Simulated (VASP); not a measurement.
Wanted: the native input for a VASP 6.6.1 run.

| Property | Result |
| --- | --- |
| Task | relaxation of cell and atoms |
| Functional | PBE |
| Potentials or basis | VASP PAW PBE potentials, release 64 (B, Mo_sv, P) |
| Cutoff | 600 eV |
| k mesh | 4 × 4 × 4 |
| Occupations | gaussian, width 0.2 eV |
| Spin | no spin polarisation |
| Dipole correction | no |
| Further INCAR settings | ALGO = Normal; EDIFF = 1e-06; IBRION = 2; EDIFFG = -0.025; NSW = 80; ISIF = 3 |

The structure of B3MoP4 lies in POSCAR:

```
B3MoP4
1.0
    4.7707865034      0.0877228096      0.0662212494
    0.0877228096      4.7690196859     -0.0370456077
    0.0662212494     -0.0370456077      4.8122188997
B Mo P
3 1 4
Direct
    0.4967096052     -0.0138430856      0.0239657667
    0.9771671341      0.5297476359      0.9774855357
    0.0126242925     -0.0358311698      0.4807052333
    0.4885299603      0.5116701064      0.4680309052
    0.2470750969      0.2041081812      0.2526903468
    0.7065877173      0.7495998850      0.2294864290
    0.8136768265      0.2786329974      0.8057463726
    0.2576293672      0.7759154496      0.7618894107
```

One way to write it, as run:

INCAR

```
ALGO = Normal
EDIFF = 1E-6
EDIFFG = -0.025
ENCUT = 600
GGA = PE
IBRION = 2
ISIF = 3
ISMEAR = 0
LASPH = True
LCHARG = False
LREAL = False
LWAVE = False
NELM = 60
NSW = 80
PREC = Accurate
SIGMA = 0.2
```

KPOINTS

```
k-points
0
Gamma
  4 4 4
```

Potentials or basis: VASP PAW PBE potentials, release 64 (B, Mo_sv, P).

Run with:

```console
$ cat potpaw_PBE.64/B/POTCAR potpaw_PBE.64/Mo_sv/POTCAR potpaw_PBE.64/P/POTCAR > POTCAR
$ mpirun -np 1 vasp_std > vasp.out
```

It gave:

The relaxed volume is 14.08 Å³/atom, the relaxed cell is a = 4.829 Å, b = 4.830 Å, c = 4.829 Å, α = 90.00°, β = 89.99°, γ = 90.00° and the space group after relaxing (to 0.1 Å) is P-43m (No. 215). The energy gained by relaxing is 555.5 meV/atom. The ionic steps are 25, the pressure after relaxing is 0.0 GPa and the largest force after relaxing is 0.013 eV/Å. The band gap on the k mesh is zero (an odd number of electrons rules out a gap without spin polarisation).

Caveat: an odd number of electrons without spin polarisation forces a metal; a magnetic or distorted state may lie lower.

Wall time 31 min on 1 thread of Intel(R) Xeon(R) Platinum 8375C CPU @ 2.90GHz (Ice Lake) (shared host), peak memory 0.33 GiB.
